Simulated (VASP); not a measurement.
Input of a VASP 6.6.1 run:

Contents of INCAR:

```
ALGO = Normal
EDIFF = 1E-6
ENCUT = 520
GGA = PE
ISIF = 2
ISMEAR = 0
LASPH = True
LCHARG = False
LREAL = False
LWAVE = False
NBANDS = 35
NELM = 60
PREC = Accurate
SIGMA = 0.1
```

File KPOINTS:

```
k-points
0
Gamma
  8 8 10
```

File POSCAR:

```
PbO2
1.0
    5.0052437365      0.0000000000      0.0000000000
    0.0000000000      5.1300985047      0.0000000000
    0.0000000000      0.0000000000      3.4469943835
Pb O
2 4
Direct
    0.0000000000      0.0000000000      0.0000000000
    0.5000000000      0.5000000000      0.5000000000
    0.2940746708      0.3212620649      0.0000000000
    0.2059253292      0.8212620649      0.5000000000
    0.7059253292      0.6787379351      0.0000000000
    0.7940746708      0.1787379351      0.5000000000
```

Potentials or basis: VASP PAW PBE potentials, release 64 (Pb_d, O).

Run with:

```console
$ cat potpaw_PBE.64/Pb_d/POTCAR potpaw_PBE.64/O/POTCAR > POTCAR
$ mpirun -np 1 vasp_std > vasp.out
```

(1) Estimate the pressure.

(2) What does it give for the largest force?

## Answers

(1) 0.4 GPa.

(2) 0.009 eV/Å.

Caveat: the cell differs from its parent crystal (uniaxial strain along a: -1.5 %, then relaxed in part).
